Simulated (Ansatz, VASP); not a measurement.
**Bi: VASP beside Ansatz**

```
CELL_PARAMETERS angstrom
-1.98143 1.98143 1.98143
1.98143 -1.98143 1.98143
1.98143 1.98143 -1.98143
ATOMIC_POSITIONS crystal
Bi 0.00000 0.00000 0.00000
```

Alike in both runs: task relaxation of cell and atoms; functional BLYP; dispersion D3(BJ); k mesh 9 × 9 × 9; occupations fermi-dirac, width 0.05 eV; no spin polarisation.

|  | VASP | Ansatz |
| --- | --- | --- |
| version | VASP 6.6.1 | Ansatz 0.2.0 |
| potentials or method | VASP PAW PBE potentials, release 64 (Bi_d) | Ansatz PAW |
| plane-wave cutoff (eV) | 600 | 420 |
| valence electrons in the cell | 15 | 15 |

VASP gave:

* relaxed volume (Å³/atom): 30.61
* relaxed cell length with the largest relative difference (Å): 3.413

**Question.** Which values does Ansatz return?

**Answer.** Relaxed volume (Å³/atom): 30.52; relaxed cell length with the largest relative difference (Å): 3.410.

VASP's potentials were made for PBE, not for BLYP.

Spin-orbit coupling is off throughout. Noted on Ansatz's run: the plane-wave basis is chosen anew once the cell has moved, so the energies of steps on either side of that aren't comparable.
